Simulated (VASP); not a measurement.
Ir:

```
Ir
1.0
     1.52000    1.52000    1.52000
    -1.52000    1.52000    1.52000
    -1.52000   -1.52000    1.52000
Ir
1
Direct
  0.00000 0.00000 0.00000
```

This isn't the form of Ir at room conditions, which is fcc.

| Item | Value |
| --- | --- |
| Program | VASP 6.6.1 |
| Task | relaxation of cell and atoms |
| Functional | LDA |
| Potentials or basis | VASP PAW LDA potentials, release 64 (Ir_sv_GW) |
| Cutoff | 560 eV |
| k mesh | 10 × 10 × 10 |
| Occupations | fermi-dirac, width 0.05 eV |
| Spin | no spin polarisation |

At the start: pressure 6.8 GPa; volume 14.05 Å³/atom.

Where does the relaxation end?

Over 4 steps the energy falls by 5.2 meV/atom and the volume is 14.30 Å³/atom (+1.8 %); space group Im-3m (No. 229, to 0.1 Å) before and after.

The path:
```tsv
step	energy change (eV)	largest force (eV/Å)	pressure (GPa)	volume (Å³)
1	0.0000	0.0000	6.84	14.05
2	0.0670	0.0000	-21.49	15.30
3	-0.0052	0.0000	-0.22	14.30
4	-0.0052	0.0000	-0.01	14.30
```

Final structure:
```
CELL_PARAMETERS angstrom
1.52892 1.52892 1.52892
-1.52892 1.52892 1.52892
-1.52892 -1.52892 1.52892
ATOMIC_POSITIONS crystal
Ir 0.00000 0.00000 0.00000
```
